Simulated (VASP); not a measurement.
# CdI2 (P-3m1) in VASP: a series of runs

Aim: see how the results for CdI2 move with the level of theory and the settings. Levels: PBE, r2SCAN. Tasks: single point.

Program: VASP 6.6.1. These are calculated values, not measurements. Logs are shortened: lines on timing, memory, paths and dates and some standing lists are left out, and cuts for length are marked.

## Step 1: The cell of the first run

Symmetry: P-3m1, No. 164, trigonal system. The conventional cell has a = 4.205 Å, b = 4.205 Å, c = 6.826 Å, α = 90.00°, β = 90.00°, γ = 120.00°. Cd (site symmetry -3m) has 6 I at 2.98 Å within 3.9 Å. I (site symmetry 3m) has 3 Cd at 2.98 Å within 3.9 Å.

## Step 2: Single point, PBE (strain -1.0%)

INCAR

```
SYSTEM = CdI2
  PREC = Accurate
  ENCUT = 500
  EDIFF = 1E-6
  ISMEAR = -1
  SIGMA = 0.02
  LREAL = .False.
  LASPH = .True.
  NELM = 120
  ALGO = Normal
  ISIF = 2
  LWAVE = .False.
  LCHARG = .False.
  GGA = PE
  NBANDS = 20
  GGA_COMPAT = .False.
```

KPOINTS

```
regular mesh
0
Gamma
  12 12 4
  0 0 0
```

POSCAR

```
CdI2
1.0
    4.2045386663      0.0000000000      0.0000000000
   -2.1022693332      3.6412372962      0.0000000000
    0.0000000000      0.0000000000      6.8260748372
Cd I
1 2
Direct
    0.0000000000      0.0000000000      0.0000000000
    0.3333333333      0.6666666667      0.2535331207
    0.6666666667      0.3333333333      0.7464668793
```

Potentials or basis: VASP PAW PBE potentials, release 64 (Cd, I).

The run is started by

```sh
cat potpaw_PBE.64/Cd/POTCAR potpaw_PBE.64/I/POTCAR > POTCAR
mpirun -np 1 vasp_std > vasp.out
```

OUTCAR:

```text
SYSTEM = CdI2
   PREC = Accurate
   ENCUT = 500
   EDIFF = 1E-6
   ISMEAR = -1
   LREAL = .False.
   LASPH = .True.
   NELM = 120
   ISIF = 2
   GGA = PE

 ion  position               nearest neighbor table
   1  0.000  0.000  0.000-   2 2.98   3 2.98   3 2.98   2 2.98   3 2.98   2 2.98
   2  0.333  0.667  0.254-   1 2.98   1 2.98   1 2.98
   3  0.667  0.333  0.746-   1 2.98   1 2.98   1 2.98

  LATTYP: Found a hexagonal cell.
 ALAT       =     4.2045386663
 C/A-ratio  =     1.6235015013

  Lattice vectors:

 A1 = (   4.2045386663,   0.0000000000,   0.0000000000)
 A2 = (  -2.1022693332,   3.6412372962,   0.0000000000)
 A3 = (   0.0000000000,   0.0000000000,   6.8260748372)

Analysis of symmetry for initial positions (statically):
=====================================================================
 Subroutine PRICEL returns:
 Original cell was already a primitive cell.

 Routine SETGRP: Setting up the symmetry group for a
 hexagonal supercell.

 Subroutine GETGRP returns: Found 12 space group operations
 (whereof 12 operations were pure point group operations)
 out of a pool of 24 trial point group operations.

The static configuration has the point symmetry D_3d.

Analysis of symmetry for dynamics (positions and initial velocities):
=====================================================================
 Subroutine PRICEL returns:
 Original cell was already a primitive cell.

 Routine SETGRP: Setting up the symmetry group for a
 hexagonal supercell.

 Subroutine GETGRP returns: Found 12 space group operations
 (whereof 12 operations were pure point group operations)
 out of a pool of 24 trial point group operations.

The dynamic configuration has the point symmetry D_3d.

 Subroutine INISYM returns: Found 12 space group operations
 (whereof 12 operations are pure point group operations),
 and found     1 'primitive' translations

----------------------------------------------------------------------------------------

                                     Primitive cell

  volume of cell :     104.5053

  direct lattice vectors                    reciprocal lattice vectors
     4.204538666  0.000000000  0.000000000     0.237838222  0.137315961  0.000000000
    -2.102269333  3.641237296  0.000000000     0.000000000  0.274631923  0.000000000
     0.000000000  0.000000000  6.826074837     0.000000000  0.000000000  0.146497075

  length of vectors
     4.204538666  4.204538666  6.826074837     0.274631923  0.274631923  0.146497075

  position of ions in fractional coordinates (direct lattice)
     0.000000000  0.000000000  0.000000000
     0.333333333  0.666666667  0.253533121
     0.666666667  0.333333333  0.746466879

  ion indices of the primitive-cell ions
   primitive index   ion index
                 1           1
                 2           2
                 3           3

----------------------------------------------------------------------------------------

 KPOINTS: regular mesh

Automatic generation of k-mesh.
 Grid dimensions read from file:
 generate k-points for:   12   12    4

 Generating k-lattice:

  Cartesian coordinates                     Fractional coordinates (reciprocal lattice)
     0.019819852  0.011442997  0.000000000     0.083333333  0.000000000  0.000000000
     0.000000000  0.022885994  0.000000000     0.000000000  0.083333333  0.000000000
     0.000000000  0.000000000  0.036624269     0.000000000  0.000000000  0.250000000

  Length of vectors
     0.022885994  0.022885994  0.036624269

  Shift w.r.t. Gamma in fractional coordinates (k-lattice)
     0.000000000  0.000000000  0.000000000

 Subroutine IBZKPT returns following result:
 ===========================================

 Found     69 irreducible k-points:

 Following reciprocal coordinates:
            Coordinates               Weight
  0.000000  0.000000  0.000000      1.000000
  0.083333  0.000000  0.000000      6.000000
  0.166667  0.000000  0.000000      6.000000
  0.250000  0.000000  0.000000      6.000000
  0.333333  0.000000  0.000000      6.000000
  0.416667  0.000000  0.000000      6.000000
[... 16 lines left out ...]
  0.166667  0.000000  0.250000      6.000000
  0.000000  0.166667  0.250000      6.000000
 [... further k-points ...]
   k-points           NKPTS =     69   k-points in BZ     NKDIM =     69   number of bands    NBANDS=     20
   number of dos      NEDOS =    301   number of ions     NIONS =      3
   total plane-waves  NPLWV =  51200
   dimension x,y,z NGX =    32 NGY =   32 NGZ =   50
   dimension x,y,z NGXF=    64 NGYF=   64 NGZF=  100
   ions per type =               1   2
   NGX,Y,Z   is equivalent  to a cutoff of  12.65, 12.65, 12.18 a.u.
   NGXF,Y,Z  is equivalent  to a cutoff of  25.31, 25.31, 24.35 a.u.
 SYSTEM =  CdI2
   PREC   = accura    normal or accurate (medium, high low for compatibility)
   ISTART =      0    job   : 0-new  1-cont  2-samecut
   ICHARG =      2    charge: 1-file 2-atom 10-const
   ISPIN  =      1    spin polarized calculation?
   LNONCOLLINEAR =      F non collinear calculations
   LSORBIT =      F    spin-orbit coupling
   LASPH  =      T    aspherical Exc in radial PAW
   ENCUT  =  500.0 eV  36.75 Ry    6.06 a.u.   7.67  7.67 12.45*2*pi/ulx,y,z
   NELM   =    120;   NELMIN=  2; NELMDL= -5     # of ELM steps
   EDIFF  = 0.1E-05   stopping-criterion for ELM
   LREAL  =      F    real-space projection
[... 7 lines left out ...]
   TEBEG  =    0.0;   TEEND  =   0.0 temperature during run
   PSTRESS=    0.0 pullay stress
   NELECT =      26.0000    total number of electrons
   NUPDOWN=      -1.0000    fix difference up-down
   EMIN   =  10.00;   EMAX   =-10.00  energy-range for DOS
   EFERMI =   0.00;   METHOD = LEGACY
   ISMEAR =    -1;   SIGMA  =   0.02  broadening in eV -4-tet -1-fermi 0-gaus
   EFERMI_NEDOS =   21; number of points for ismear=-14 and -15
   IALGO  =     38    algorithm
   IMIX   =      4    mixing-type and parameters
     AMIX     =   0.40;   BMIX     =  1.00
     AMIX_MAG =   1.60;   BMIX_MAG =  1.00
  volume/ion in A,a.u.               =      34.84       235.08
  Fermi-wavevector in a.u.,A,eV,Ry     =   1.029643  1.945742 14.424404  1.060164
  Thomas-Fermi vector in A             =   2.163700
   LORBIT       =      0    0 simple, 1 ext, 2 COOP (PROOUT), +10 PAW based schemes
   GGA     = PE    functional components
   LHFCALC =     F    Hartree Fock is set to
   AEXX    =    0.0000 exact exchange contribution
   IVDW    =     0    specifies the selected vdW correction
   LEPSILON=     F    determine dielectric tensor
   LRPA    =     F    only Hartree local field effects (RPA)
 non-spin polarized calculation
  energy-cutoff  :      500.00
  volume of cell :      104.51
 maximum number of plane-waves:      2677
 NGX is ok and might be reduce to    32
   NGX = 15   NGY = 15   NGZ = 25

 number of electron      25.9999990 magnetization

 Free energy of the ion-electron system (eV)
  ---------------------------------------------------
  ext. energy  EPLUGINS =         0.00000000
  ---------------------------------------------------
  free energy    TOTEN  =        -5.45901267 eV

  energy without entropy =       -5.45901267  energy(sigma->0) =       -5.45901267

 E-fermi :   2.7378     XC(G=0):  -8.6937

 val. band max:        2.2872028739   @ k =   0.0833   0.0000   0.2500
 cond. band min:       4.5957051535   @ k =   0.5000   0.0000   0.5000
 fundamental gap:      2.3085022796
 Fermi energy:         2.7378183718

 k-point     1 :       0.0000    0.0000    0.0000
  band No.  band energies     occupation
      1      -9.9567      2.00000
      2      -9.2214      2.00000
      3      -5.3743      2.00000
      4      -5.3743      2.00000
      5      -5.2611      2.00000
      6      -5.1721      2.00000
[... 12 lines left out ...]
     19      11.4179      0.00000
     20      11.4668      0.00000

 k-point     2 :       0.0833    0.0000    0.0000
  band No.  band energies     occupation
      1      -9.9202      2.00000
      2      -9.2152      2.00000
      3      -5.3684      2.00000
      4      -5.3573      2.00000
      5      -5.2531      2.00000
      6      -5.1741      2.00000
[... 12 lines left out ...]
     19      10.8744      0.00000
     20      11.2914      0.00000

 k-point     3 :       0.1667    0.0000    0.0000
  band No.  band energies     occupation
      1      -9.8163      2.00000
      2      -9.1989      2.00000
      3      -5.3544      2.00000
      4      -5.3131      2.00000
      5      -5.2299      2.00000
      6      -5.1773      2.00000
[... 12 lines left out ...]
     19      10.4034      0.00000
     20      11.4988      0.00000

 k-point     4 :       0.2500    0.0000    0.0000
  band No.  band energies     occupation
      1      -9.6630      2.00000
      2      -9.1797      2.00000
      3      -5.3412      2.00000
      4      -5.2717      2.00000
      5      -5.1929      2.00000
      6      -5.1642      2.00000
[... 12 lines left out ...]
     19      10.2948      0.00000
     20      11.3863      0.00000

 k-point     5 :       0.3333    0.0000    0.0000
  band No.  band energies     occupation
      1      -9.4905      2.00000
      2      -9.1682      2.00000
      3      -5.3352      2.00000
      4      -5.2623      2.00000
      5      -5.1784      2.00000
      6      -5.1331      2.00000
[... 12 lines left out ...]
     19      10.8675      0.00000
     20      11.4992      0.00000
[... 353 lines left out ...]
      6      -5.1742      2.00000
[... 12 lines left out ...]
     19      10.4589      0.00000
     20      11.2959      0.00000

 k-point    22 :       0.0000    0.0833    0.2500
  band No.  band energies     occupation
      1      -9.8453      2.00000
      2      -9.3162      2.00000
      3      -5.3685      2.00000
      4      -5.3606      2.00000
      5      -5.2471      2.00000
      6      -5.1744      2.00000
[... 12 lines left out ...]
     19      10.4813      0.00000
     20      11.0337      0.00000

 k-point    23 :       0.1667    0.0000    0.2500
  band No.  band energies     occupation
      1      -9.7437      2.00000
      2      -9.2922      2.00000
      3      -5.3540      2.00000
      4      -5.3171      2.00000
      5      -5.2281      2.00000
      6      -5.1774      2.00000
[... 12 lines left out ...]
     19      10.3329      0.00000
     20      11.3949      0.00000

 k-point    24 :       0.0000    0.1667    0.2500
  band No.  band energies     occupation
      1      -9.7493      2.00000
      2      -9.2841      2.00000
      3      -5.3548      2.00000
      4      -5.3258      2.00000
      5      -5.2240      2.00000
      6      -5.1792      2.00000
[... 12 lines left out ...]
     19      10.2950      0.00000
     20      11.1698      0.00000

 [... further k-points ...]
[... 5 lines left out ...]
  --------------------------------------------------------------------------------------
  -------------------------------------------------------------------------------------
  Total        1.6495484      1.6495484      1.4062456     -0.0000000      0.0000000     -0.0000000
  in kB       25.2893269     25.2893269     21.5592364     -0.0000000      0.0000000     -0.0000000
  external PRESSURE =      24.0459634 kB  Pullay stress =       0.0000000 kB

 VOLUME and BASIS-vectors are now :
 -----------------------------------------------------------------------------
  energy-cutoff  :      500.00
  volume of cell :      104.51
      direct lattice vectors                 reciprocal lattice vectors
     4.204538666  0.000000000  0.000000000     0.237838222  0.137315961  0.000000000
    -2.102269333  3.641237296  0.000000000     0.000000000  0.274631923  0.000000000
     0.000000000  0.000000000  6.826074837     0.000000000  0.000000000  0.146497075

 POSITION                                       TOTAL-FORCE (eV/Angst)
 -----------------------------------------------------------------------------------
      0.00000      0.00000      0.00000         0.000000      0.000000      0.000000
     -0.00000      2.42749      1.73064         0.000000     -0.000000      0.098121
      2.10227      1.21375      5.09544        -0.000000      0.000000     -0.098121
 -----------------------------------------------------------------------------------
    total drift:                                0.000000     -0.000000      0.000000

  FREE ENERGIE OF THE ION-ELECTRON SYSTEM (eV)
  ---------------------------------------------------
  free  energy   TOTEN  =        -5.4590126680 eV

  energy  without entropy=       -5.4590126680  energy(sigma->0) =       -5.45901267
```

Run time: 2.3 min. Hardware: 1 thread of Oxide Virtual Turin-like, shared host; peak memory 0.26 GiB.

What came out:

- Free energy: -5.4590 eV
- Pressure: 2.4 GPa
- Largest force: 0.098 eV/Å
- Band gap on the k mesh: 2.31 eV (least direct gap 2.65 eV)

Forces in eV/Å, atoms in the order of the input:
```
Cd   0.000  0.000  0.000
I    0.000  0.000  0.098
I    0.000  0.000 -0.098
```

Caveat: the cell differs from its parent crystal (strain -1.0%); spin-orbit coupling is left out, which moves the levels of the heavy elements; this functional lacks dispersion, which binds layers or chains, so the pressure and a relaxed spacing across them are unreliable.

## Step 3: Single point, r2SCAN (strain -1.0%)

POSCAR is that of step 2.

INCAR.step1

```
SYSTEM = CdI2
PREC = Accurate
ENCUT = 550
ISMEAR = 0
SIGMA = 0.01
LREAL = .False.
LASPH = .True.
NELM = 120
NBANDS = 20
GGA = PE
ALGO = Normal
EDIFF = 1E-5
LWAVE = .True.
LCHARG = .False.
GGA_COMPAT = .False.
```

INCAR.step2

```
SYSTEM = CdI2
PREC = Accurate
ENCUT = 550
EDIFF = 1E-6
ISMEAR = 0
SIGMA = 0.01
LREAL = .False.
LASPH = .True.
NELM = 120
ALGO = Normal
ISIF = 2
LWAVE = .False.
LCHARG = .False.
METAGGA = R2SCAN
LMIXTAU = .True.
NBANDS = 20
ISTART = 1
GGA_COMPAT = .False.
```

KPOINTS is that of step 2.

Potentials or basis: VASP PAW PBE potentials, release 64 (Cd, I).

The run is started by

```sh
cat potpaw_PBE.64/Cd/POTCAR potpaw_PBE.64/I/POTCAR > POTCAR
cp INCAR.step1 INCAR
mpirun -np 1 vasp_std > vasp.out
cp INCAR.step2 INCAR
mpirun -np 1 vasp_std > vasp.out
```

Run time: 8.8 min. Hardware: 1 thread of Oxide Virtual Turin-like, shared host; peak memory 0.31 GiB.

It converged, with:

```yaml
Free_energy: -71.3304 eV
Pressure: 1.7 GPa
Largest_force: 0.020 eV/Å
Band_gap_on_the_k_mesh: 2.76 eV (least direct gap 3.13 eV)
```

Forces on the atoms (eV/Å):
```
Cd   0.000  0.000  0.000
I    0.000  0.000  0.020
I    0.000  0.000 -0.020
```

Stress tensor (GPa, compression positive):
```
1.79 0.00 0.00
0.00 1.79 0.00
0.00 0.00 1.44
```

Levels at points of the mesh, in eV from the valence-band top:
```
           k point  band 10  band 11  band 12  band 13  band 14  band 15  band 16  band 17
(0.00, 0.00, 0.00)    -0.31    -0.19    -0.18    -0.18     3.09     5.05     6.93     6.93
(0.50, 0.00, 0.00)    -2.17    -1.60    -0.81    -0.16     3.06     5.54     6.23     6.99
(0.00, 0.00, 0.50)    -0.46    -0.46    -0.01    -0.01     4.24     5.14     6.70     6.70
(0.50, 0.00, 0.50)    -1.36    -1.30    -0.58    -0.53     2.76     5.34     6.24     7.00
```

Caveat: the cell differs from its parent crystal (strain -1.0%); the PAW data sets were made with another functional, which shifts forces and pressure a little; spin-orbit coupling is left out, which moves the levels of the heavy elements.
